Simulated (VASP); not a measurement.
# CdS (sol) (F-43m) in VASP: notebook, part 2 of 2

VASP 6.6.1. Earlier steps stand in the parts before.

## 4. Single point, PBEsol

Input file INCAR:

```
SYSTEM = CdS
ALGO     = Normal         ! electronic algorithm
EDIFF    = 1E-6           ! SCF threshold, eV
ENCUT    = 500            ! plane-wave cutoff, eV
GGA      = PS             ! functional
GGA_COMPAT= .False.      
ISIF     = 2              ! what is computed and relaxed
ISMEAR   = 0              ! smearing method
LASPH    = .True.         ! aspherical terms in the spheres
LCHARG   = .True.         ! write CHGCAR
LELF     = .True.         ! ELF
LREAL    = .False.        ! projectors in reciprocal space
LVHAR    = .True.       
LWAVE    = .False.        ! write WAVECAR
NBANDS   = 16             ! bands
NELM     = 120            ! most SCF steps
PREC     = Accurate       ! precision mode
SIGMA    = 0.01           ! smearing width, eV
```

Input file KPOINTS:

```
k-points
0
Gamma
  8 8 8
  0 0 0
```

Input file POSCAR:

```
CdS
1.0
    0.0000000000      2.8833750000      2.8833750000
    2.8833750000      0.0000000000      2.8833750000
    2.8833750000      2.8833750000      0.0000000000
Cd S
1 1
Direct
    0.0000000000      0.0000000000      0.0000000000
    0.2500000000      0.2500000000      0.2500000000
```

Potentials or basis: VASP PAW PBE potentials, release 64 (Cd, S).

The run is started by

```sh
> cat potpaw_PBE.64/Cd/POTCAR potpaw_PBE.64/S/POTCAR > POTCAR
> mpirun -np 1 vasp_std > vasp.out
```

OUTCAR:

```text
SYSTEM = CdS
   EDIFF = 1E-6
   ENCUT = 500
   GGA = PS
   ISIF = 2
   ISMEAR = 0
   LASPH = .True.
   LREAL = .False.
   NELM = 120
   PREC = Accurate

 ion  position               nearest neighbor table
   1  0.000  0.000  0.000-   2 2.50   2 2.50   2 2.50   2 2.50
   2  0.250  0.250  0.250-   1 2.50   1 2.50   1 2.50   1 2.50

  LATTYP: Found a face centered cubic cell.
 ALAT       =     5.7667500000

  Lattice vectors:

 A1 = (   0.0000000000,   2.8833750000,   2.8833750000)
 A2 = (   2.8833750000,   0.0000000000,   2.8833750000)
 A3 = (   2.8833750000,   2.8833750000,   0.0000000000)

Analysis of symmetry for initial positions (statically):
=====================================================================
 Subroutine PRICEL returns:
 Original cell was already a primitive cell.

 Routine SETGRP: Setting up the symmetry group for a
 face centered cubic supercell.

 Subroutine GETGRP returns: Found 24 space group operations
 (whereof 24 operations were pure point group operations)
 out of a pool of 48 trial point group operations.

The static configuration has the point symmetry T_d .

Analysis of symmetry for dynamics (positions and initial velocities):
=====================================================================
 Subroutine PRICEL returns:
 Original cell was already a primitive cell.

 Routine SETGRP: Setting up the symmetry group for a
 face centered cubic supercell.

 Subroutine GETGRP returns: Found 24 space group operations
 (whereof 24 operations were pure point group operations)
 out of a pool of 48 trial point group operations.

The dynamic configuration has the point symmetry T_d .

 Subroutine INISYM returns: Found 24 space group operations
 (whereof 24 operations are pure point group operations),
 and found     1 'primitive' translations

----------------------------------------------------------------------------------------

[... 105 lines left out ...]
   EMIN   =  10.00;   EMAX   =-10.00  energy-range for DOS
   EFERMI =   0.00;   METHOD = LEGACY
   ISMEAR =     0;   SIGMA  =   0.01  broadening in eV -4-tet -1-fermi 0-gaus
   EFERMI_NEDOS =   21; number of points for ismear=-14 and -15
   IALGO  =     38    algorithm
   IMIX   =      4    mixing-type and parameters
     AMIX     =   0.40;   BMIX     =  1.00
     AMIX_MAG =   1.60;   BMIX_MAG =  1.00
  volume/ion in A,a.u.               =      23.97       161.77
  Fermi-wavevector in a.u.,A,eV,Ry     =   1.181013  2.231790 18.977281  1.394791
  Thomas-Fermi vector in A             =   2.317294
   LORBIT       =      0    0 simple, 1 ext, 2 COOP (PROOUT), +10 PAW based schemes
   GGA     = PS    functional components
   LHFCALC =     F    Hartree Fock is set to
   AEXX    =    0.0000 exact exchange contribution
   IVDW    =     0    specifies the selected vdW correction
   LEPSILON=     F    determine dielectric tensor
   LRPA    =     F    only Hartree local field effects (RPA)
 non-spin polarized calculation
 Gauss-broadening in eV      SIGMA  =   0.01
  energy-cutoff  :      500.00
  volume of cell :       47.94
 maximum number of plane-waves:      1243
 NGX is ok and might be reduce to    30
   NGX = 15   NGY = 15   NGZ = 15

 number of electron      18.0000008 magnetization

 Free energy of the ion-electron system (eV)
  ---------------------------------------------------
  ext. energy  EPLUGINS =         0.00000000
  ---------------------------------------------------
  free energy    TOTEN  =        -6.80027534 eV

  energy without entropy =       -6.80027534  energy(sigma->0) =       -6.80027534

 E-fermi :   1.6366     XC(G=0):  -9.5403

 val. band max:        1.5145159356   @ k =   0.0000   0.0000   0.0000
 cond. band min:       2.5930149357   @ k =   0.0000   0.0000   0.0000
 fundamental gap:      1.0784990001
 Fermi energy:         1.6365757509

 k-point     1 :       0.0000    0.0000    0.0000
  band No.  band energies     occupation
      1     -11.0902      2.00000
      2      -6.3515      2.00000
      3      -6.3515      2.00000
      4      -6.3515      2.00000
      5      -5.8145      2.00000
      6      -5.8145      2.00000
[... 433 lines left out ...]
      3      -6.1280      2.00000
      4      -5.8472      2.00000
      5      -5.7856      2.00000
      6      -5.2753      2.00000
[... 8 lines left out ...]
     15      13.7882      0.00000
     16      14.7459      0.00000

 [... further k-points ...]
[... 5 lines left out ...]
  --------------------------------------------------------------------------------------
  -------------------------------------------------------------------------------------
  Total        0.7193514      0.7193514      0.7193514      0.0000000      0.0000000     -0.0000000
  in kB       24.0391048     24.0391048     24.0391048      0.0000000      0.0000000     -0.0000000
  external PRESSURE =      24.0391048 kB  Pullay stress =       0.0000000 kB

 VOLUME and BASIS-vectors are now :
 -----------------------------------------------------------------------------
  energy-cutoff  :      500.00
  volume of cell :       47.94
      direct lattice vectors                 reciprocal lattice vectors
     0.000000000  2.883375000  2.883375000    -0.173407899  0.173407899  0.173407899
     2.883375000  0.000000000  2.883375000     0.173407899 -0.173407899  0.173407899
     2.883375000  2.883375000  0.000000000     0.173407899  0.173407899 -0.173407899

 POSITION                                       TOTAL-FORCE (eV/Angst)
 -----------------------------------------------------------------------------------
      0.00000      0.00000      0.00000        -0.000000     -0.000000     -0.000000
      1.44169      1.44169      1.44169         0.000000      0.000000      0.000000
 -----------------------------------------------------------------------------------
    total drift:                               -0.000000     -0.000000     -0.000000

  FREE ENERGIE OF THE ION-ELECTRON SYSTEM (eV)
  ---------------------------------------------------
  free  energy   TOTEN  =        -6.8002753393 eV

  energy  without entropy=       -6.8002753393  energy(sigma->0) =       -6.80027534
```

Wall time 20 s (1 thread of Intel Xeon Platinum 8375C at 2.90GHz (Ice Lake), shared host); peak memory 0.17 GiB.

Results:

```
Free energy            : -6.8003 eV
Pressure               : 2.4 GPa
Band gap on the k mesh : 1.08 eV, direct
```

Caveat: the PAW data sets were made with another functional, which shifts forces and pressure a little. PBEsol gaps usually lie below the measured ones, often by a third to a half.
